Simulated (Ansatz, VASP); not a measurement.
**InSb: VASP beside Ansatz**

Contents of INCAR:

```
ALGO     = Normal         # electronic algorithm
EDIFF    = 1E-6           # SCF threshold, eV
ENCUT    = 520            # plane-wave cutoff, eV
ISIF     = 2              # what is computed and relaxed
ISMEAR   = 0              # smearing method
LASPH    = T              # aspherical terms in the spheres
LCHARG   = F              # write CHGCAR
LREAL    = F              # projectors in reciprocal space
LWAVE    = F              # write WAVECAR
NBANDS   = 16             # bands
NELM     = 60             # most SCF steps
PREC     = Accurate       # precision mode
SIGMA    = 0.15           # smearing width, eV
```

The input KPOINTS:

```
k-points
0
Gamma
  16 16 8
```

The input POSCAR:

```
InSb
1.0
    3.0082848040      0.0000000000      0.0000000000
    0.0000000000      3.0082848040      0.0000000000
    0.0000000000      0.0000000000      6.0325054265
In Sb
1 1
Direct
    0.0000000000      0.0000000000      0.0000000000
    0.0000000000      0.0000000000      0.5000000000
```

Input for Ansatz:

```yaml
crystal:
  lattice:
    - [3.008284804, 0.0, 0.0]
    - [0.0, 3.008284804, 0.0]
    - [0.0, 0.0, 6.0325054265]
  atoms:
    - { symbol: In, position: [0.0, 0.0, 0.0] }
    - { symbol: Sb, position: [0.0, 0.0, 0.5] }
basis:
  ecutwfc: 420
kpoints:
  mp_grid: { grid: [16, 16, 8] }
hamiltonian:
  xc: lda
  pseudopotentials: { kind: paw, azcp: { folder: soft_1 } }
scf:
  occupations: { method: gaussian, width: 0.15 }
output:
  forces: true
  stress: true
  eigenvalues: true
  write_density: true
  write_potential: true
  elf: true
  volumetric_format: npy
```

Alike in both runs: task single point; functional LDA; k mesh 16 × 16 × 8; occupations gaussian, width 0.15 eV; no spin polarisation.

```csv
,VASP,Ansatz
version,VASP 6.6.1,Ansatz 0.2.0
potentials or method,"VASP PAW LDA potentials, release 64 (In_d, Sb), cutoff 520 eV","scalar-relativistic, plane waves, PAW"
valence electrons in the cell,18,28
```

Ansatz gave:

- gap on the k mesh at the Fermi level (eV): none
- pressure (GPa): 0.0
- traceless stress, the component that is largest in VASP (GPa): 0.20

Problem. Estimate VASP's values.

Solution. gap on the k mesh at the Fermi level (eV): none; pressure (GPa): 0.1; traceless stress, the component that is largest in VASP (GPa): 0.15.

Ansatz warns that its potentials were made for another functional, while VASP's fit it. LDA's correlation is that of Perdew and Zunger in VASP and of Perdew and Wang (1992) in Ansatz. A gap of «none» marks a metal or a gap that the smearing closes. VASP's potentials hold 18 valence electrons a cell and Ansatz's 28, so a difference there can come from the potentials and not from the codes.

Spin-orbit coupling is off throughout.
